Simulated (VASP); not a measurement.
Runs of VASP 6.6.1 on Hg2O3. The structure is that of space group Pn-3m (No. 224), or close to it. The cells are those of the table. 

```tsv
cell	gap on the mesh (eV)	pressure (GPa)
a = 5.344 Å, 10 atoms	none	(b)
a = 5.235 Å, 10 atoms	none	9.0
a = 5.272 Å, 10 atoms	none	(a)
a = 5.309 Å, 10 atoms	none	3.5
a = 5.380 Å, 10 atoms	none	-0.8
```

Alike in all rows: task single point; level PBE; potentials or basis VASP PAW PBE potentials, release 64 (Hg, O); no spin polarisation; k mesh 7 × 7 × 7; cutoff (eV) 520; smearing fermi-dirac 0.0612256 eV.

Estimate the missing entries.

(a) 6.1; (b) 1.2.

Caveats: semilocal functionals underestimate gaps, so a narrow gap can read as zero; spin-orbit coupling is left out, which moves the levels of the heavy elements; the cell stands under pressure (at least some runs).

A k mesh can miss the band edges, and the runs leave out spin-orbit coupling on Hg.

A gap of «none» marks levels without a gap at the run's occupations.
